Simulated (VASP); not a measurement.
# Li2ZrP2 (I4/mmm) in VASP: a series of runs

Li2ZrP2 is run at these levels: PBE; tasks: single point.

All numbers are computed with VASP 6.6.1; they aren't measurements. Logs are shortened: lines on timing, memory, paths and dates and some standing lists are left out, and cuts for length are marked.

## Step 1: The cell of the first run

Symmetry: I4/mmm, No. 139, tetragonal system. Conventional cell: a = 3.942 Å, b = 3.942 Å, c = 9.563 Å, α = 90.00°, β = 90.00°, γ = 90.00°. Li (site symmetry 4mm) has 4 P at 2.29 Å and 1 Li at 2.47 Å and 4 Zr at 3.05 Å within 3.1 Å. Within 4.0 Å of Zr (site symmetry 4/mmm) lie 10 Li at 3.05 to 3.55 Å and 8 P at 3.10 Å and 4 Zr at 3.94 Å. P (site symmetry -4m2) has 4 Li at 2.29 Å and 4 P at 2.79 Å and 4 Zr at 3.10 Å within 3.1 Å.

## Step 2: Single point, PBE

File INCAR:

```
  PREC = Accurate
  ENCUT = 520
  EDIFF = 1E-6
  ISMEAR = 0
  SIGMA = 0.1
  LREAL = F
  LASPH = T
  NELM = 80
  ALGO = Normal
  ISIF = 2
  LWAVE = F
  LCHARG = F
  GGA = PE
  NBANDS = 22
```

File KPOINTS:

```
Automatic mesh
0
Gamma
  6 6 6
```

File POSCAR:

```
Li2ZrP2
1.0
   -1.9711057581      1.9711057581      4.7816741642
    1.9711057581     -1.9711057581      4.7816741642
    1.9711057581      1.9711057581     -4.7816741642
Li Zr P
2 1 2
Direct
    0.3711000000      0.3711000000      0.0000000000
    0.6289000000      0.6289000000      0.0000000000
    0.0000000000      0.0000000000      0.0000000000
    0.2500000000      0.7500000000      0.5000000000
    0.7500000000      0.2500000000      0.5000000000
```

Potentials or basis: VASP PAW PBE potentials, release 64 (Li_sv, Zr_sv, P).

Run with:

```sh
cat potpaw_PBE.64/Li_sv/POTCAR potpaw_PBE.64/Zr_sv/POTCAR potpaw_PBE.64/P/POTCAR > POTCAR
mpirun -np 1 vasp_std > vasp.out
```

OUTCAR:

```text
PREC = Accurate
   ENCUT = 520
   EDIFF = 1E-6
   ISMEAR = 0
   LREAL = F
   LASPH = T
   NELM = 80
   ISIF = 2
   GGA = PE

 ion  position               nearest neighbor table
   1  0.371  0.371  0.000-   4 2.29   5 2.29   4 2.29   5 2.29   2 2.47   3 3.05   3 3.05   3 3.05
                             3 3.05
   2  0.629  0.629  0.000-   4 2.29   5 2.29   4 2.29   5 2.29   1 2.47   3 3.05   3 3.05   3 3.05
                             3 3.05
   3  0.000  0.000  0.000-   2 3.05   2 3.05   2 3.05   1 3.05   2 3.05   1 3.05   1 3.05   1 3.05
                             5 3.10   4 3.10   4 3.10   5 3.10   4 3.10   4 3.10   5 3.10   5 3.10
   4  0.250  0.750  0.500-   1 2.29   2 2.29   1 2.29   2 2.29   5 2.79   5 2.79   5 2.79   5 2.79
                             3 3.10   3 3.10   3 3.10   3 3.10
   5  0.750  0.250  0.500-   1 2.29   2 2.29   1 2.29   2 2.29   4 2.79   4 2.79   4 2.79   4 2.79
                             3 3.10   3 3.10   3 3.10   3 3.10

  LATTYP: Found a body centered tetragonal cell.
 ALAT       =     3.9422115162
 C/A-ratio  =     2.4258841234

  Lattice vectors:

 A1 = (  -1.9711057581,   1.9711057581,   4.7816741642)
 A2 = (   1.9711057581,  -1.9711057581,   4.7816741642)
 A3 = (   1.9711057581,   1.9711057581,  -4.7816741642)

Analysis of symmetry for initial positions (statically):
=====================================================================
 Subroutine PRICEL returns:
 Original cell was already a primitive cell.

 Routine SETGRP: Setting up the symmetry group for a
 body centered tetragonal supercell.

 Subroutine GETGRP returns: Found 16 space group operations
 (whereof 16 operations were pure point group operations)
 out of a pool of 16 trial point group operations.

The static configuration has the point symmetry D_4h.

Analysis of symmetry for dynamics (positions and initial velocities):
=====================================================================
 Subroutine PRICEL returns:
 Original cell was already a primitive cell.

 Routine SETGRP: Setting up the symmetry group for a
 body centered tetragonal supercell.

 Subroutine GETGRP returns: Found 16 space group operations
 (whereof 16 operations were pure point group operations)
 out of a pool of 16 trial point group operations.

The dynamic configuration has the point symmetry D_4h.

 Subroutine INISYM returns: Found 16 space group operations
 (whereof 16 operations are pure point group operations),
 and found     1 'primitive' translations

----------------------------------------------------------------------------------------

                                     Primitive cell

  volume of cell :      74.3121

  direct lattice vectors                    reciprocal lattice vectors
    -1.971105758  1.971105758  4.781674164     0.000000000  0.253664725  0.104565887
     1.971105758 -1.971105758  4.781674164     0.253664725  0.000000000  0.104565887
     1.971105758  1.971105758 -4.781674164     0.253664725  0.253664725  0.000000000

  length of vectors
     5.534882441  5.534882441  5.534882441     0.274371677  0.274371677  0.358736094

  position of ions in fractional coordinates (direct lattice)
     0.371100000  0.371100000  0.000000000
     0.628900000  0.628900000  0.000000000
     0.000000000  0.000000000  0.000000000
     0.250000000  0.750000000  0.500000000
     0.750000000  0.250000000  0.500000000

  ion indices of the primitive-cell ions
   primitive index   ion index
                 1           1
                 2           2
                 3           3
                 4           4
                 5           5

----------------------------------------------------------------------------------------

 KPOINTS: Automatic mesh

Automatic generation of k-mesh.
 Grid dimensions read from file:
 generate k-points for:    6    6    6

 Generating k-lattice:

  Cartesian coordinates                     Fractional coordinates (reciprocal lattice)
     0.000000000  0.042277454  0.017427648     0.166666667  0.000000000  0.000000000
     0.042277454  0.000000000  0.017427648     0.000000000  0.166666667  0.000000000
     0.042277454  0.042277454  0.000000000     0.000000000  0.000000000  0.166666667

  Length of vectors
     0.045728613  0.045728613  0.059789349

  Shift w.r.t. Gamma in fractional coordinates (k-lattice)
     0.000000000  0.000000000  0.000000000

 Subroutine IBZKPT returns following result:
 ===========================================

 Found     30 irreducible k-points:

 Following reciprocal coordinates:
            Coordinates               Weight
  0.000000  0.000000  0.000000      1.000000
  0.166667  0.000000 -0.000000      8.000000
  0.333333  0.000000  0.000000      8.000000
  0.500000 -0.000000  0.000000      4.000000
  0.166667  0.166667 -0.000000      8.000000
  0.333333  0.166667  0.000000     16.000000
[... 16 lines left out ...]
 -0.333333 -0.333333  0.166667      8.000000
 -0.166667 -0.333333  0.166667      8.000000
 [... further k-points ...]
   k-points           NKPTS =     30   k-points in BZ     NKDIM =     30   number of bands    NBANDS=     22
   number of dos      NEDOS =    301   number of ions     NIONS =      5
   total plane-waves  NPLWV =  74088
   dimension x,y,z NGX =    42 NGY =   42 NGZ =   42
   dimension x,y,z NGXF=    84 NGYF=   84 NGZF=   84
   ions per type =               2   1   2
   NGX,Y,Z   is equivalent  to a cutoff of  12.62, 12.62, 12.62 a.u.
   NGXF,Y,Z  is equivalent  to a cutoff of  25.23, 25.23, 25.23 a.u.
 SYSTEM =  unknown system
   PREC   = accura    normal or accurate (medium, high low for compatibility)
   ISTART =      0    job   : 0-new  1-cont  2-samecut
   ICHARG =      2    charge: 1-file 2-atom 10-const
   ISPIN  =      1    spin polarized calculation?
   LNONCOLLINEAR =      F non collinear calculations
   LSORBIT =      F    spin-orbit coupling
   LASPH  =      T    aspherical Exc in radial PAW
   ENCUT  =  520.0 eV  38.22 Ry    6.18 a.u.  10.29 10.29 10.29*2*pi/ulx,y,z
   NELM   =     80;   NELMIN=  2; NELMDL= -5     # of ELM steps
   EDIFF  = 0.1E-05   stopping-criterion for ELM
   LREAL  =      F    real-space projection
   EDIFFG = 0.1E-04   stopping-criterion for IOM
   NSW    =      0    number of steps for IOM
   IBRION =     -1    ionic relax: 0-MD 1-quasi-New 2-CG
   NFREE  =      0    steps in history (QN), initial steepest desc. (CG)
   ISIF   =      2    stress and relaxation
   ISYM   =      2    0-nonsym 1-usesym 2-fastsym
   POTIM  = 0.5000    time-step for ionic-motion
   TEBEG  =    0.0;   TEEND  =   0.0 temperature during run
   PSTRESS=    0.0 pullay stress
   NELECT =      28.0000    total number of electrons
   NUPDOWN=      -1.0000    fix difference up-down
   EMIN   =  10.00;   EMAX   =-10.00  energy-range for DOS
   EFERMI =   0.00;   METHOD = LEGACY
   ISMEAR =     0;   SIGMA  =   0.10  broadening in eV -4-tet -1-fermi 0-gaus
   EFERMI_NEDOS =   21; number of points for ismear=-14 and -15
   IALGO  =     38    algorithm
   IMIX   =      4    mixing-type and parameters
     AMIX     =   0.40;   BMIX     =  1.00
     AMIX_MAG =   1.60;   BMIX_MAG =  1.00
  volume/ion in A,a.u.               =      14.86       100.30
  Fermi-wavevector in a.u.,A,eV,Ry     =   1.182427  2.234462 19.022753  1.398133
  Thomas-Fermi vector in A             =   2.318681
   LORBIT       =      0    0 simple, 1 ext, 2 COOP (PROOUT), +10 PAW based schemes
   GGA     = PE    functional components
   LHFCALC =     F    Hartree Fock is set to
   AEXX    =    0.0000 exact exchange contribution
   IVDW    =     0    specifies the selected vdW correction
   LEPSILON=     F    determine dielectric tensor
   LRPA    =     F    only Hartree local field effects (RPA)
 non-spin polarized calculation
 Gauss-broadening in eV      SIGMA  =   0.10
  energy-cutoff  :      520.00
  volume of cell :       74.31
 maximum number of plane-waves:      2049
 NGX is ok and might be reduce to    42

 number of electron      28.0000002 magnetization

 Free energy of the ion-electron system (eV)
  ---------------------------------------------------
  ext. energy  EPLUGINS =         0.00000000
  ---------------------------------------------------
  free energy    TOTEN  =       -23.73927391 eV

  energy without entropy =      -23.71592418  energy(sigma->0) =      -23.72759905

 E-fermi :   7.9546     XC(G=0): -10.4969

 val. band max:        7.9398754455   @ k =  -0.3333   0.3333   0.0000
 cond. band min:       7.9575580335   @ k =  -0.1667   0.5000   0.1667
 fundamental gap:      0.0176825880
 Fermi energy:         7.9545967661

 k-point     1 :       0.0000    0.0000    0.0000
  band No.  band energies     occupation
      1     -42.0931      2.00000
      2     -38.0753      2.00000
      3     -38.0426      2.00000
      4     -20.1902      2.00000
      5     -20.0078      2.00000
      6     -20.0078      2.00000
[... 14 lines left out ...]
     21      11.0377      0.00000
     22      11.0396      0.00000

 k-point     2 :       0.1667    0.0000   -0.0000
  band No.  band energies     occupation
      1     -42.0923      2.00000
      2     -38.0747      2.00000
      3     -38.0428      2.00000
      4     -20.1892      2.00000
      5     -20.0240      2.00000
      6     -20.0064      2.00000
[... 14 lines left out ...]
     21      11.2243      0.00000
     22      11.6145      0.00000

 k-point     3 :       0.3333    0.0000    0.0000
  band No.  band energies     occupation
      1     -42.0907      2.00000
      2     -38.0737      2.00000
      3     -38.0434      2.00000
      4     -20.1873      2.00000
      5     -20.0562      2.00000
      6     -20.0037      2.00000
[... 14 lines left out ...]
     21      11.7910      0.00000
     22      13.1786      0.00000
[... 476 lines left out ...]
 k-point    23 :      -0.3333   -0.3333    0.1667
  band No.  band energies     occupation
      1     -42.0915      2.00000
      2     -38.0726      2.00000
      3     -38.0447      2.00000
      4     -20.1916      2.00000
      5     -20.0231      2.00000
      6     -20.0227      2.00000
[... 14 lines left out ...]
     21      12.1738      0.00000
     22      13.4724      0.00000

 k-point    24 :      -0.1667   -0.3333    0.1667
  band No.  band energies     occupation
      1     -42.0923      2.00000
      2     -38.0734      2.00000
      3     -38.0441      2.00000
      4     -20.1921      2.00000
      5     -20.0242      2.00000
      6     -20.0066      2.00000
[... 14 lines left out ...]
     21      11.6720      0.00000
     22      12.7254      0.00000

 [... further k-points ...]
[... 5 lines left out ...]
  --------------------------------------------------------------------------------------
  -------------------------------------------------------------------------------------
  Total        2.8950428      2.8950428     -5.6072497      0.0000000     -0.0000000      0.0000000
  in kB       62.4174116     62.4174116   -120.8928617      0.0000000     -0.0000000      0.0000000
  external PRESSURE =       1.3139871 kB  Pullay stress =       0.0000000 kB

 VOLUME and BASIS-vectors are now :
 -----------------------------------------------------------------------------
  energy-cutoff  :      520.00
  volume of cell :       74.31
      direct lattice vectors                 reciprocal lattice vectors
    -1.971105758  1.971105758  4.781674164     0.000000000  0.253664725  0.104565887
     1.971105758 -1.971105758  4.781674164     0.253664725  0.000000000  0.104565887
     1.971105758  1.971105758 -4.781674164     0.253664725  0.253664725  0.000000000

 POSITION                                       TOTAL-FORCE (eV/Angst)
 -----------------------------------------------------------------------------------
      0.00000      0.00000      3.54896        -0.000000     -0.000000      0.611264
      0.00000      0.00000      6.01439        -0.000000     -0.000000     -0.611264
      0.00000      0.00000      0.00000         0.000000      0.000000     -0.000000
      1.97111      0.00000      2.39084         0.000000      0.000000     -0.000000
      0.00000      1.97111      2.39084         0.000000      0.000000     -0.000000
 -----------------------------------------------------------------------------------
    total drift:                               -0.000000     -0.000000      0.000000

  FREE ENERGIE OF THE ION-ELECTRON SYSTEM (eV)
  ---------------------------------------------------
  free  energy   TOTEN  =       -23.7392739063 eV

  energy  without entropy=      -23.7159241849  energy(sigma->0) =      -23.72759905
```

Run time: 84 s. Hardware: 1 thread of Intel Xeon Platinum 8259CL at 2.50GHz (Skylake/Cascade Lake), shared host; peak memory 0.27 GiB.

What came out:

```yaml
Free_energy: -23.7393 eV
Largest_force: 0.611 eV/Å
Band_gap_on_the_k_mesh: zero (bands 14 and 15 overlap by 1.43 eV)
```

Forces on the atoms (eV/Å):
```
Li   0.000  0.000  0.611
Li   0.000  0.000 -0.611
Zr   0.000  0.000  0.000
P    0.000  0.000  0.000
P    0.000  0.000  0.000
```

Caveat: the cutoff is under 1.25 times the usual one of these potentials, so pressure, stress and relaxed cells hold a basis-set (Pulay) error.

## Step 3: Single point, PBE

This run uses another cell than the first one, of the same volume but with other edges.

File INCAR:

```
SYSTEM = Li2ZrP2
PREC     = Accurate       ! precision mode
ENCUT    = 520            ! plane-wave cutoff, eV
EDIFF    = 1E-6           ! SCF threshold, eV
ISMEAR   = 0              ! smearing method
SIGMA    = 0.1            ! smearing width, eV
LREAL    = .FALSE.        ! projectors in reciprocal space
LASPH    = .TRUE.         ! aspherical terms in the spheres
NELM     = 100            ! most SCF steps
ALGO     = Normal         ! electronic algorithm
ISIF     = 2              ! what is computed and relaxed
LWAVE    = .FALSE.        ! write WAVECAR
LCHARG   = .TRUE.         ! write CHGCAR
GGA      = PE             ! functional
LELF     = .TRUE.         ! ELF
LVHAR    = .TRUE.       
NBANDS   = 22             ! bands
```

File KPOINTS:

```
regular mesh
0
G
  6 6 6
  0 0 0
```

File POSCAR:

```
Li2ZrP2
1.0
   -2.1721078026      2.1721078026      3.9368067434
    2.1721078026     -2.1721078026      3.9368067434
    2.1721078026      2.1721078026     -3.9368067434
Li Zr P
2 1 2
Direct
    0.3596457871      0.3596457871      0.0000000000
    0.6403542129      0.6403542129      0.0000000000
    0.0000000000      0.0000000000      0.0000000000
    0.2500000000      0.7500000000      0.5000000000
    0.7500000000      0.2500000000      0.5000000000
```

Potentials or basis: VASP PAW PBE potentials, release 64 (Li_sv, Zr_sv, P).

Run with:

```sh
cat potpaw_PBE.64/Li_sv/POTCAR potpaw_PBE.64/Zr_sv/POTCAR potpaw_PBE.64/P/POTCAR > POTCAR
mpirun -np 1 vasp_std > vasp.out
```

It took 68 s on 1 thread of Intel Xeon Platinum 8259CL at 2.50GHz (Skylake/Cascade Lake), shared host; peak memory 0.26 GiB.

It converged, with:

```
Free energy            : -25.0113 eV
Largest force          : 0.032 eV/Å
Band gap on the k mesh : zero (bands 14 and 15 overlap by 0.75 eV)
```

Forces on the atoms (eV/Å):
```
Li   0.000  0.000  0.032
Li   0.000  0.000 -0.032
Zr   0.000  0.000  0.000
P    0.000  0.000  0.000
P    0.000  0.000  0.000
```

Levels at points of the mesh, in eV from the Fermi level:
```csv
k point,band 11,band 12,band 13,band 14,band 15,band 16,band 17,band 18
"(0.00, 0.00, 0.00)",-3.45,-2.17,-1.84,0.32,0.32,0.55,2.87,2.87
"(0.50, 0.00, 0.00)",-2.98,-2.73,-2.61,-1.77,0.05,0.76,1.98,2.76
"(0.50, 0.50, 0.00)",-3.62,-2.74,-1.39,0.43,1.50,2.27,2.59,3.63
"(0.50, 0.50, 0.50)",-4.56,-0.74,-0.74,-0.63,0.15,1.13,1.34,2.03
```

Caveat: the cutoff is under 1.25 times the usual one of these potentials, so pressure, stress and relaxed cells hold a basis-set (Pulay) error.

The gap in the log of VASP goes by the Fermi energy; the results here count the filled bands.